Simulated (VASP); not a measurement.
A run of VASP 6.6.1 is set up as follows.

The input INCAR:

```
SYSTEM = Ho2O
PREC = Accurate
ENCUT = 600
EDIFF = 1E-6
ISMEAR = 0
SIGMA = 0.1
LREAL = .False.
LASPH = .True.
NELM = 200
ALGO = Normal
ISIF = 2
LWAVE = .False.
LCHARG = .False.
GGA = PE
NBANDS = 33
GGA_COMPAT = .False.
LMAXMIX = 6
```

The input KPOINTS:

```
Automatic mesh
0
Gamma
  6 6 2
  0 0 0
```

The input POSCAR:

```
Ho2O
1.0
    3.6587971549      0.0000000000      0.0000000000
   -1.8293985774      3.1686112834      0.0000000000
    0.0000000000      0.0000000000     12.0179894570
Ho O
4 2
Direct
    0.0000000000      0.0000000000      0.4435489606
    0.0000000000      0.0000000000      0.9435489606
    0.3333333333      0.6666666667      0.6857895658
    0.6666666667      0.3333333333      0.1857895658
    0.0000000000      0.0000000000      0.1309267436
    0.0000000000      0.0000000000      0.6309267436
```

Potentials or basis: VASP PAW PBE potentials, release 64 (Ho_3, O), 4f in core.

Launch:

```bash
$ cat potpaw_PBE.64/Ho_3/POTCAR potpaw_PBE.64/O/POTCAR > POTCAR
$ mpirun -np 1 vasp_std > vasp.out
```

Task: Predict the band gap on the k mesh.

Result: 0.11 eV (least direct gap 0.17 eV).

Task: Predict the largest force.

Result: 0.174 eV/Å.

Task: What does it give for the pressure?

Result: 0.9 GPa.

Stress tensor (GPa, compression positive):
```
0.67 0.00 0.00
0.00 0.67 0.00
0.00 0.00 1.48
```

Caveat: spin-orbit coupling is left out, which moves the levels of the heavy elements; the 4f electrons are frozen in the core, so they carry no moment and show no levels. A k mesh can miss the band edges.
